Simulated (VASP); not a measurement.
# H6C2O in VASP: further runs, part 2 of 2

VASP 6.6.1. The steps go on from the part before.

### 4 Relaxation of the atoms, PBE+D3(BJ)

INCAR reads:

```
SYSTEM = H6C2O
  PREC = Accurate
  ENCUT = 520
  EDIFF = 1E-6
  ISMEAR = -1
  SIGMA = 0.02
  LREAL = Auto
  LASPH = .True.
  NELM = 60
  ALGO = Normal
  ISIF = 2
  LWAVE = .False.
  LCHARG = .False.
  GGA = PE
  IVDW = 12
  IBRION = 2
  NSW = 35
  EDIFFG = -0.3
```

KPOINTS reads:

```
regular mesh
0
Gamma
  1 1 1
  0 0 0
```

POSCAR reads:

```
H6C2O
1.0
    7.2936330000      0.0000000000      0.0000000000
    0.0000000000      7.2936330000      0.0000000000
    0.0000000000      0.0000000000      7.2936330000
C O H
8 4 24
Direct
    0.4694879000      0.3302574000      0.8779885000
    0.3182013000      0.3141642000      0.7371884000
    0.0233356000      0.7136171000     -0.0110418000
    0.1955544000      0.6659163000      0.0940135000
    0.7272371000      0.7669044000      0.5910352000
    0.7176499000      0.9670559000      0.5379431000
    0.9869371000      0.2638252000      0.2702720000
    0.7872034000      0.2567989000      0.2152415000
    0.3025624000      0.1247346000      0.6909042000
    0.3250002000      0.8086394000      0.0601864000
    0.5416841000      0.9970016000      0.4578826000
    0.7547455000      0.0796497000      0.1388541000
    0.2055605000      0.1130944000      0.6004028000
    0.1887756000      0.3666511000      0.7938463000
    0.3514677000      0.3967728000      0.6155942000
    0.4883475000      0.4731036000      0.9193405000
    0.4356331000      0.2490447000      0.9990848000
    0.5981323000      0.2791307000      0.8210441000
    0.4362091000      0.7790939000      0.1272312000
    0.1651015000      0.6545625000      0.2411859000
    0.2490631000      0.5326720000      0.0482014000
   -0.0818751000      0.6088108000      0.0093807000
   -0.0302065000      0.8454323000      0.0354767000
    0.0536555000      0.7236864000     -0.1572789000
    0.5343054000      1.1253997000      0.4233161000
    0.7370271000      1.0539870000      0.6595306000
    0.8276033000      1.0001795000      0.4403262000
    0.8596778000      0.7350108000      0.6535891000
    0.6186461000      0.7345834000      0.6888580000
    0.7091149000      0.6808398000      0.4699136000
    0.6265972000      0.0739028000      0.1030721000
    0.6993952000      0.2805730000      0.3354102000
    0.7572002000      0.3651039000      0.1148134000
    1.0206954000      0.3970329000      0.3301621000
    1.0161618000      0.1569018000      0.3708666000
    1.0738982000      0.2413325000      0.1505314000
```

Started as:

```
cat potpaw_PBE.64/C/POTCAR potpaw_PBE.64/O/POTCAR potpaw_PBE.64/H/POTCAR > POTCAR
mpirun -np 1 vasp_gam > vasp.out
```

Run time: 16 min. Hardware: 1 thread of AMD EPYC 7R13, shared host; peak memory 0.38 GiB.

The run converged. Its results:

```
Free energy                  : -188.8493 eV
Energy gained by relaxing    : 12.3 meV/atom
Ionic steps                  : 20
Pressure after relaxing      : -0.5 GPa
Largest force after relaxing : 0.280 eV/Å
Band gap on the k mesh       : 4.65 eV
Dispersion energy per atom   : -0.036 eV
```

Forces in eV/Å, atoms in the order of the input:
```
C   -0.060  0.092 -0.098
C   -0.137 -0.117 -0.183
C   -0.024 -0.024 -0.001
C   -0.119  0.032  0.018
C   -0.018  0.053 -0.015
C   -0.140  0.055 -0.016
C    0.065  0.057  0.085
C    0.011 -0.040  0.054
O    0.067  0.170 -0.037
O   -0.035 -0.065  0.012
O    0.144 -0.176 -0.159
O    0.095  0.164 -0.089
H   -0.098  0.098  0.056
H    0.064 -0.148 -0.091
H    0.045  0.011  0.172
H    0.019 -0.078 -0.011
H    0.027  0.106 -0.095
H   -0.032  0.022  0.060
H    0.058  0.133  0.144
H   -0.051  0.044 -0.094
H    0.016  0.110  0.145
H    0.139  0.165 -0.052
H    0.188 -0.161 -0.037
H    0.025  0.022  0.178
H   -0.118 -0.089  0.149
H    0.088 -0.118  0.053
H   -0.278 -0.022  0.026
H   -0.075 -0.062 -0.038
H   -0.019 -0.015 -0.048
H    0.027 -0.108  0.066
H    0.022 -0.058  0.068
H    0.106  0.004 -0.145
H    0.042 -0.102  0.039
H    0.037 -0.108 -0.048
H    0.013  0.129 -0.187
H   -0.095  0.024  0.118
```

Stress tensor (GPa, compression positive):
```
-0.51  0.07 -0.09
 0.07 -0.51 -0.33
-0.09 -0.33 -0.62
```

Step by step:
| step | energy change (eV) | largest force (eV/Å) | pressure (GPa) |
| --- | --- | --- | --- |
| 1 | 0.0000 | 0.6059 | 1.29 |
| 2 | -0.0125 | 1.0910 | 0.46 |
| 3 | -0.0364 | 0.4915 | 0.82 |
| 4 | -0.0846 | 0.4160 | 0.23 |
| 5 | -0.0954 | 0.8464 | -0.23 |
| 6 | -0.1250 | 0.3508 | -0.19 |
| 7 | -0.1280 | 0.6779 | -0.17 |
| 8 | -0.1601 | 0.4182 | -0.07 |
| 9 | -0.1874 | 0.9399 | 0.15 |
| 10 | -0.2043 | 0.8469 | 0.22 |
| 11 | -0.2389 | 0.5936 | 0.39 |
| 12 | -0.2350 | 0.9489 | 0.61 |
| 13 | -0.2498 | 0.5333 | 0.51 |
| 14 | -0.2843 | 0.3539 | 0.43 |
| 15 | -0.3082 | 0.8202 | 0.30 |
| 16 | -0.3383 | 0.4223 | -0.04 |
| 17 | -0.3546 | 0.6505 | -0.55 |
| 18 | -0.3831 | 0.3838 | -0.64 |
| 19 | -0.4098 | 0.4317 | -0.85 |
| 20 | -0.4427 | 0.2802 | -0.55 |

Final structure:
```cif
data_structure
_symmetry_space_group_name_H-M 'P 1'
_symmetry_Int_Tables_number 1
_cell_length_a 7.2936
_cell_length_b 7.2936
_cell_length_c 7.2936
_cell_angle_alpha 90.000
_cell_angle_beta 90.000
_cell_angle_gamma 90.000
_cell_volume 388.00
loop_
_atom_site_label
_atom_site_type_symbol
_atom_site_fract_x
_atom_site_fract_y
_atom_site_fract_z
_atom_site_occupancy
C1 C 0.46788 0.33402 0.87566 1
C2 C 0.31052 0.32228 0.74051 1
C3 C 0.02738 0.71858 0.99064 1
C4 C 0.19752 0.67308 0.10216 1
C5 C 0.72344 0.75260 0.59398 1
C6 C 0.71470 0.95111 0.53420 1
C7 C 0.99546 0.26960 0.26301 1
C8 C 0.79638 0.26478 0.20249 1
O1 O 0.27588 0.12978 0.70926 1
O2 O 0.34095 0.80277 0.06280 1
O3 O 0.55052 0.97650 0.42508 1
O4 O 0.76602 0.09614 0.10674 1
H1 H 0.20469 0.11385 0.59764 1
H2 H 0.18746 0.39194 0.79715 1
H3 H 0.34408 0.39155 0.60905 1
H4 H 0.49352 0.47763 0.91421 1
H5 H 0.43189 0.25475 0.99930 1
H6 H 0.59401 0.27550 0.81732 1
H7 H 0.43185 0.79074 0.15953 1
H8 H 0.16713 0.67373 0.25120 1
H9 H 0.24280 0.53296 0.06571 1
H10 H 0.92517 0.60787 0.00786 1
H11 H 0.96182 0.84923 0.03001 1
H12 H 0.06393 0.72515 0.84377 1
H13 H 0.50626 0.10011 0.44674 1
H14 H 0.70892 0.04489 0.65248 1
H15 H 0.83834 0.98418 0.45206 1
H16 H 0.85743 0.72405 0.65631 1
H17 H 0.61545 0.72063 0.69390 1
H18 H 0.70673 0.66551 0.47184 1
H19 H 0.63535 0.06918 0.10761 1
H20 H 0.70546 0.27558 0.32411 1
H21 H 0.76498 0.38387 0.11317 1
H22 H 0.02614 0.40259 0.32774 1
H23 H 0.02199 0.15987 0.36406 1
H24 H 0.08774 0.24886 0.14509 1
```

Levels at points of the mesh, in eV from the valence-band top:
| k point | band 37 | band 38 | band 39 | band 40 | band 41 | band 42 | band 43 | band 44 |
| --- | --- | --- | --- | --- | --- | --- | --- | --- |
| (0.00, 0.00, 0.00) | -0.47 | -0.26 | -0.18 | 0.00 | 4.65 | 6.02 | 6.15 | 6.49 |

Caveat: the k points lie up to 0.86 Å⁻¹ apart; the relaxation stopped at a loose force limit of 0.3 eV/Å, so its end isn't a converged minimum.
